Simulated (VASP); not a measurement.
# CaO (Fm-3m) in VASP: further runs, part 2 of 2

VASP 6.6.1. The steps go on from the part before.

**3. Single point, r2SCAN**

This run uses another cell than the first one, of 13.55 Å³/atom, 1.016 times its volume.

POSCAR

```
CaO
1.0
    2.3843286067      2.3843286067      0.0000000000
   -2.3843286067      2.3843286067      0.0000000000
    0.0000000000      2.3843286067      2.3843286067
Ca O
1 1
Direct
    0.0000000000      0.0000000000      0.0000000000
    0.5000000000      0.5000000000      0.0000000000
```

INCAR.step1

```
  PREC = Accurate
  ENCUT = 910
  ISMEAR = 0
  SIGMA = 0.01
  LREAL = False
  LASPH = True
  NELM = 120
  NBANDS = 15
  GGA = PE
  ALGO = Normal
  EDIFF = 1E-5
  LWAVE = True
  LCHARG = False
  GGA_COMPAT = False
```

INCAR.step2

```
  PREC = Accurate
  ENCUT = 910
  EDIFF = 1E-6
  ISMEAR = 0
  SIGMA = 0.01
  LREAL = False
  LASPH = True
  NELM = 120
  ALGO = Normal
  ISIF = 2
  LWAVE = False
  LCHARG = False
  METAGGA = R2SCAN
  LMIXTAU = True
  NBANDS = 15
  ISTART = 1
  GGA_COMPAT = False
```

KPOINTS

```
Automatic mesh
0
Gamma
  8 8 8
```

Potentials or basis: VASP PAW PBE potentials, release 64 (Ca_sv, O_h).

Command:

```console
$ cat potpaw_PBE.64/Ca_sv/POTCAR potpaw_PBE.64/O_h/POTCAR > POTCAR
$ cp INCAR.step1 INCAR
$ mpirun -np 1 vasp_std > vasp.out
$ cp INCAR.step2 INCAR
$ mpirun -np 1 vasp_std > vasp.out
```

OUTCAR:

```text
PREC = Accurate
   ENCUT = 910
   EDIFF = 1E-6
   ISMEAR = 0
   LREAL = False
   LASPH = True
   NELM = 120
   ISIF = 2
   METAGGA = R2SCAN
   ISTART = 1

 ion  position               nearest neighbor table
   1  0.000  0.000  0.000-
   2  0.500  0.500  0.000-

  LATTYP: Found a face centered cubic cell.
 ALAT       =     4.7686572134

  Lattice vectors:

 A1 = (   0.0000000000,   2.3843286067,   2.3843286067)
 A2 = (   2.3843286067,   0.0000000000,   2.3843286067)
 A3 = (   2.3843286067,   2.3843286067,   0.0000000000)

Analysis of symmetry for initial positions (statically):
=====================================================================
 Subroutine PRICEL returns:
 Original cell was already a primitive cell.

 Routine SETGRP: Setting up the symmetry group for a
 face centered cubic supercell.

 Subroutine GETGRP returns: Found 48 space group operations
 (whereof 48 operations were pure point group operations)
 out of a pool of 48 trial point group operations.

The static configuration has the point symmetry O_h .

Analysis of symmetry for dynamics (positions and initial velocities):
=====================================================================
 Subroutine PRICEL returns:
 Original cell was already a primitive cell.

 Routine SETGRP: Setting up the symmetry group for a
 face centered cubic supercell.

 Subroutine GETGRP returns: Found 48 space group operations
 (whereof 48 operations were pure point group operations)
 out of a pool of 48 trial point group operations.

The dynamic configuration has the point symmetry O_h .

 Subroutine INISYM returns: Found 48 space group operations
 (whereof 48 operations are pure point group operations),
 and found     1 'primitive' translations

----------------------------------------------------------------------------------------

                                     Primitive cell
[... 114 lines left out ...]
  Thomas-Fermi vector in A             =   2.498753
   LORBIT       =      0    0 simple, 1 ext, 2 COOP (PROOUT), +10 PAW based schemes
   METAGGA = R2SCAN    functional components
   LHFCALC =     F    Hartree Fock is set to
   AEXX    =    0.0000 exact exchange contribution
   IVDW    =     0    specifies the selected vdW correction
   LEPSILON=     F    determine dielectric tensor
   LRPA    =     F    only Hartree local field effects (RPA)
 non-spin polarized calculation
 Gauss-broadening in eV      SIGMA  =   0.01
  energy-cutoff  :      910.00
  volume of cell :       27.11
 maximum number of plane-waves:      1719
 NGX is ok and might be reduce to    36
   NGX = 17   NGY = 17   NGZ = 17

 number of electron      16.0000001 magnetization

 Free energy of the ion-electron system (eV)
  ---------------------------------------------------
  ext. energy  EPLUGINS =         0.00000000
  ---------------------------------------------------
  free energy    TOTEN  =       -19.45729279 eV

  energy without entropy =      -19.45729279  energy(sigma->0) =      -19.45729279

 E-fermi :   2.5372     XC(G=0): -11.2028

 val. band max:        2.4307037397   @ k =   0.0000   0.0000   0.0000
 cond. band min:       6.6164342357   @ k =   0.5000   0.5000   0.0000
 fundamental gap:      4.1857304960
 Fermi energy:         2.5371596898

 k-point     1 :       0.0000    0.0000    0.0000
  band No.  band energies     occupation
      1     -36.5248      2.00000
      2     -16.3992      2.00000
      3     -16.3992      2.00000
      4     -16.3992      2.00000
      5     -14.0906      2.00000
      6       2.4307      2.00000
      7       2.4307      2.00000
      8       2.4307      2.00000
      9       8.0610      0.00000
     10       9.3464      0.00000
     11       9.3464      0.00000
     12       9.3464      0.00000
     13      10.9847      0.00000
     14      10.9847      0.00000
[... 401 lines left out ...]
      2     -17.4544      2.00000
      3     -16.6536      2.00000
      4     -16.5329      2.00000
      5     -13.0325      2.00000
      6       0.3702      2.00000
      7       1.2904      2.00000
      8       1.3451      2.00000
      9       9.9081      0.00000
     10       9.9996      0.00000
     11      12.0263      0.00000
     12      12.2890      0.00000
     13      13.6021      0.00000
     14      15.4050      0.00000
     15      17.6293      0.00000

 [... further k-points ...]
[... 5 lines left out ...]
  --------------------------------------------------------------------------------------
  -------------------------------------------------------------------------------------
  Total        0.5037950      0.5037950      0.5037950      0.0000000     -0.0000000      0.0000000
  in kB       29.7739239     29.7739239     29.7739239      0.0000000     -0.0000000      0.0000000
  external PRESSURE =      29.7739239 kB  Pullay stress =       0.0000000 kB

 VOLUME and BASIS-vectors are now :
 -----------------------------------------------------------------------------
  energy-cutoff  :      910.00
  volume of cell :       27.11
      direct lattice vectors                 reciprocal lattice vectors
     2.384328607  2.384328607  0.000000000     0.209702639  0.209702639 -0.209702639
    -2.384328607  2.384328607  0.000000000    -0.209702639  0.209702639 -0.209702639
     0.000000000  2.384328607  2.384328607     0.000000000  0.000000000  0.419405277

 POSITION                                       TOTAL-FORCE (eV/Angst)
 -----------------------------------------------------------------------------------
      0.00000      0.00000      0.00000        -0.000000     -0.000000      0.000000
      0.00000      2.38433      0.00000         0.000000      0.000000      0.000000
 -----------------------------------------------------------------------------------
    total drift:                               -0.000000      0.000000     -0.000000

  FREE ENERGIE OF THE ION-ELECTRON SYSTEM (eV)
  ---------------------------------------------------
  free  energy   TOTEN  =       -19.4572927922 eV

  energy  without entropy=      -19.4572927922  energy(sigma->0) =      -19.45729279
```

OSZICAR.step1:

```text
N       E                     dE             d eps       ncg     rms          rms(c)
DAV:   1     0.171560670432E+03    0.17156E+03   -0.11642E+04   870   0.167E+03
DAV:   2    -0.108758576708E+01   -0.17265E+03   -0.15807E+03  1059   0.362E+02
DAV:   3    -0.141104817262E+02   -0.13023E+02   -0.12756E+02  1066   0.926E+01
DAV:   4    -0.144873308455E+02   -0.37685E+00   -0.37656E+00  1199   0.153E+01
DAV:   5    -0.144912788162E+02   -0.39480E-02   -0.39438E-02  1073   0.156E+00    0.873E+00
DAV:   6    -0.128590835849E+02    0.16322E+01   -0.48573E+00  1146   0.217E+01    0.363E+00
DAV:   7    -0.127957428785E+02    0.63341E-01   -0.42449E-01   989   0.711E+00    0.182E+00
DAV:   8    -0.127940250571E+02    0.17178E-02   -0.95085E-02  1157   0.346E+00    0.520E-01
DAV:   9    -0.127916777399E+02    0.23473E-02   -0.63626E-03   905   0.703E-01    0.128E-01
DAV:  10    -0.127923470426E+02   -0.66930E-03   -0.86130E-04  1052   0.295E-01    0.431E-02
DAV:  11    -0.127923257983E+02    0.21244E-04   -0.60075E-05  1301   0.929E-02    0.831E-03
DAV:  12    -0.127923262007E+02   -0.40246E-06   -0.78933E-06   770   0.309E-02
   1 F= -.12792326E+02 E0= -.12792326E+02  d E =-.222838E-22
```

It took 98 s on 1 thread of Intel Xeon Platinum 8259CL at 2.50GHz (Skylake/Cascade Lake), shared host; peak memory 0.23 GiB.

What came out:

- Free energy: -19.4573 eV
- Pressure: 3.0 GPa
- Band gap on the k mesh: 4.19 eV, indirect (least direct gap 4.55 eV)

Levels at points of the mesh, in eV from the valence-band top:
| k point | band 4 | band 5 | band 6 | band 7 | band 8 | band 9 | band 10 | band 11 | band 12 | band 13 |
| --- | --- | --- | --- | --- | --- | --- | --- | --- | --- | --- |
| (0.00, 0.00, 0.00) | -18.83 | -16.52 | 0.00 | 0.00 | 0.00 | 5.63 | 6.92 | 6.92 | 6.92 | 8.55 |
| (0.50, 0.00, 0.00) | -18.88 | -15.13 | -2.66 | -1.24 | -1.24 | 7.81 | 9.18 | 9.18 | 9.41 | 11.40 |
| (0.50, 0.50, 0.00) | -19.08 | -16.30 | -1.28 | -0.37 | -0.37 | 4.19 | 8.94 | 9.77 | 10.40 | 10.40 |

Caveat: the cutoff is under 1.25 times the usual one of these potentials, so pressure, stress and relaxed cells hold a basis-set (Pulay) error; the PAW data sets were made with another functional, which shifts forces and pressure a little. A k mesh can miss the band edges.
